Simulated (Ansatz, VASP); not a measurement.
**One calculation of Na4F, two programs**

The input INCAR:

```
ALGO = Normal
EDIFF = 1E-7
ENCUT = 520
GGA = PE
ISIF = 2
ISMEAR = 0
ISPIN = 2
LASPH = T
LCHARG = F
LORBIT = 11
LREAL = F
LWAVE = F
MAGMOM = 0 0 0 0 1
NBANDS = 30
NELM = 150
PREC = Accurate
SIGMA = 0.1
```

Contents of KPOINTS:

```
k-points
0
Gamma
  4 4 4
```

The input POSCAR:

```
Na4F
1.0
   -2.8385054200      2.8385054200      2.8385054200
    2.8385054200     -2.8385054200      2.8385054200
    2.8385054200      2.8385054200     -2.8385054200
Na F
4 1
Direct
    0.5000000000      0.5000000000      0.5000000000
    0.0000000000      0.0000000000      0.5000000000
    0.0000000000      0.5000000000      0.0000000000
    0.5000000000      0.0000000000      0.0000000000
    0.0000000000      0.0000000000      0.0000000000
```

Input for Ansatz:

```yaml
crystal:
  lattice:
    - [-2.83850542, 2.83850542, 2.83850542]
    - [2.83850542, -2.83850542, 2.83850542]
    - [2.83850542, 2.83850542, -2.83850542]
  atoms:
    - { symbol: Na, position: [0.5, 0.5, 0.5] }
    - { symbol: Na, position: [0.0, 0.0, 0.5] }
    - { symbol: Na, position: [0.0, 0.5, 0.0] }
    - { symbol: Na, position: [0.5, 0.0, 0.0] }
    - { symbol: F, position: [0.0, 0.0, 0.0], spin: 1.0 }
basis:
  ecutwfc: 420
kpoints:
  mp_grid: { grid: [4, 4, 4] }
hamiltonian:
  xc: pbe
scf:
  occupations: { method: gaussian, width: 0.1 }
  lower_state_search: "off"
output:
  forces: true
  stress: true
  eigenvalues: true
  populations: true
magnetization:
  spin_polarized: true
```

Alike in both runs: task single point; functional PBE; k mesh 4 × 4 × 4; occupations gaussian, width 0.1 eV; collinear spin.

|  | VASP | Ansatz |
| --- | --- | --- |
| version | VASP 6.6.1 | Ansatz 0.2.0 |
| potentials or method | VASP PAW PBE potentials, release 64 (Na_pv, F), cutoff 520 eV | scalar-relativistic, plane waves, PAW |
| valence electrons in the cell | 35 | 43 |

```tsv
	VASP	Ansatz	Ansatz less VASP
gap on the k mesh at the Fermi level (eV)	none	none	-
pressure (GPa)	8.1	8.1	+0.03
net moment per atom (μB)	0.05	0.05	0.000
```

A gap of «none» marks a metal or a gap that the smearing closes. The functional is the same, so the differences come from potentials, cutoffs and numerics. VASP's potentials hold 35 valence electrons a cell and Ansatz's 43, so a difference there can come from the potentials and not from the codes.

The k mesh is coarse, so the values compare programs but aren't converged.
